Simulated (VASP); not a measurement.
Wanted: the native input for a VASP 6.6.1 run.

| Item | Value |
| --- | --- |
| Task | single point |
| Functional | LDA |
| Potentials or basis | VASP PAW LDA potentials, release 64 (C) |
| Cutoff | 520 eV |
| k mesh | 12 × 12 × 12 |
| Occupations | gaussian, width 0.05 eV |
| Spin | no spin polarisation |
| Dipole correction | no |
| Further INCAR settings | ALGO = Normal; EDIFF = 1e-07; NBANDS = 11 |

The structure of C lies in POSCAR:

```
C
1.0
    1.2894276638      0.7444514088      3.1796602974
   -1.2894276638      0.7444514088      3.1796602974
    0.0000000000     -1.4889028176      3.1796602974
C
2
Direct
    0.1640000000      0.1640000000      0.1640000000
    0.8360000000      0.8360000000      0.8360000000
```

This cell differs from its parent crystal: strain +0.050 along x and y, -0.050 along z.

The input as run:

INCAR

```
PREC = Accurate
ENCUT = 520
EDIFF = 1E-7
ISMEAR = 0
SIGMA = 0.05
LREAL = False
LASPH = True
NELM = 100
ALGO = Normal
ISIF = 2
LWAVE = False
LCHARG = False
GGA = CA
NBANDS = 11
```

KPOINTS

```
Automatic mesh
0
Gamma
  12 12 12
```

Potentials or basis: VASP PAW LDA potentials, release 64 (C).

Command:

```bash
$ cat potpaw_LDA.64/C/POTCAR > POTCAR
$ mpirun -np 1 vasp_std > vasp.out
```

It gave:

| Item | Value |
| --- | --- |
| Pressure | -37.3 GPa |
| Largest force | 0.788 eV/Å |
| Band gap on the k mesh | 0.98 eV, indirect (least direct gap 1.05 eV) |

Caveat: the cell differs from its parent crystal (strain +0.050 along x and y, -0.050 along z).

Wall time 30 s on 1 thread of AMD EPYC 9R45 96-Core Processor (Zen 5), with other jobs on the host, peak memory 0.12 GiB.
